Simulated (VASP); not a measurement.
Runs of VASP 6.6.1 on Se. The structure is that of space group P6_3/mmc (No. 194), or close to it. The cells are those of the table. This isn't the form of Se at room conditions, which is trigonal, of chains.

```csv
task,cell,k mesh,cutoff (eV),gap on the mesh (eV),pressure (GPa)
single point,"a = 3.741, b = 3.741, c = 3.929 Å, angles 90.0, 90.0, 120.0°, 2 atoms",11 × 11 × 9,520,none,(a)
single point,"a = 3.646, b = 3.646, c = 3.830 Å, angles 90.0, 90.0, 120.0°, 2 atoms",12 × 12 × 6,520,none,-0.1
single point,"a = 3.547, b = 3.547, c = 3.725 Å, angles 90.0, 90.0, 120.0°, 2 atoms",11 × 11 × 9,520,none,6.9
single point,"a = 3.494, b = 3.494, c = 3.670 Å, angles 90.0, 90.0, 120.0°, 2 atoms",11 × 11 × 9,520,none,11.8
relaxation of cell and atoms,"relaxed from a = 3.136, b = 3.136, c = 5.121 Å, angles 90.0, 90.0, 120.0°, 2 atoms",12 × 12 × 6,600,none,0.0
```

Alike in all rows: level r2SCAN; potentials or basis VASP PAW PBE potentials, release 64 (Se); no spin polarisation; smearing fermi-dirac 0.1 eV.

Problem. Fill in the values left out.

Solution. (a) -4.8.

Caveats: the PAW data sets were made with another functional, which shifts forces and pressure a little; the cell stands under pressure (at least some runs); the cell stands under tension (at least some runs); a cell axis changed by over 15 % at a fixed basis, so the end point is rough (at least some runs).

A k mesh can miss the band edges, and the runs leave out spin-orbit coupling on Se.

A gap of «none» marks levels without a gap at the run's occupations.
